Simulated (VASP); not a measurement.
HfBe2Si2: single point with PBE

Crystal: HfBe2Si2.

```
CELL_PARAMETERS angstrom
3.91732 0.00000 0.00000
0.00000 3.91732 0.00000
0.00000 0.00000 4.31516
ATOMIC_POSITIONS crystal
Hf 0.00000 0.00000 0.50000
Be 0.50000 0.50000 0.50000
Be 0.00000 0.00000 0.00000
Si 0.00000 0.50000 0.50000
Si 0.50000 0.00000 0.50000
```

| Property | Result |
| --- | --- |
| Program | VASP 6.6.1 |
| Task | single point |
| Functional | PBE |
| Potentials or basis | VASP PAW PBE potentials, release 64 (Hf_pv, Be, Si) |
| Cutoff | 520 eV |
| k mesh | 4 × 4 × 4 |
| Occupations | gaussian, width 0.1 eV |
| Spin | no spin polarisation |

```json
{
 "Pressure": "96.9 GPa",
 "Band gap on the k mesh": "zero (band 11 reaches 6.88 eV, above the bottom of band 12 at 5.38 eV)"
}
```

Stress tensor (GPa, compression positive):
```
134.87   0.00   0.00
  0.00 134.87   0.00
  0.00   0.00  20.93
```

Levels at points of the mesh, in eV from the Fermi level:
```
           k point  band 9  band 10  band 11  band 12  band 13  band 14
(0.00, 0.00, 0.00)   -2.73    -1.51     0.45     0.45     3.04     3.52
(0.50, 0.00, 0.00)   -2.28    -0.10    -0.04     0.86     2.42     2.52
(0.50, 0.50, 0.00)   -2.43    -2.15    -1.41     0.98     2.03     2.03
(0.00, 0.00, 0.50)   -1.47    -1.03    -1.03    -0.85     1.56     3.37
(0.50, 0.00, 0.50)   -2.81    -0.60    -0.56     0.73     3.60     4.04
(0.50, 0.50, 0.50)   -3.70    -2.13    -0.52    -0.31     0.24     5.95
```

Run time: 36 s on 1 thread of AMD EPYC 7R43 64-Core Processor (Zen 3) (shared host), peak memory 0.15 GiB.

Caveat: the k points lie up to 0.40 Å⁻¹ apart; spin-orbit coupling is left out, which moves the levels of the heavy elements.
